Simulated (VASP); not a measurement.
Runs of VASP 6.6.1 on Os. The structure is that of space group Im-3m (No. 229), or close to it. The cells are those of the table. 

```csv
cell,gap on the mesh (eV),pressure (GPa)
"a = 2.649 Å, angles 109.5°, 1 atom",none,15.5
"a = 2.573 Å, angles 109.5°, 1 atom",none,(b)
"a = 2.789 Å, angles 109.5°, 1 atom",none,(a)
"a = 2.721 Å, angles 109.5°, 1 atom",none,-12.4
"a = 2.612 Å, angles 109.5°, 1 atom",none,35.3
```

Alike in all rows: task single point; level revPBE; potentials or basis VASP PAW PBE potentials, release 64 (Os); no spin polarisation; k mesh 16 × 16 × 16; cutoff (eV) 520; smearing fermi-dirac 0.1 eV.

Fill in the values left out.

(a) -29.6; (b) 60.4.

Caveats: the PAW data sets were made with another functional, which shifts forces and pressure a little; spin-orbit coupling is left out, which moves the levels of the heavy elements.

A k mesh can miss the band edges, and the runs leave out spin-orbit coupling on Os.

A gap of «none» marks levels without a gap at the run's occupations.
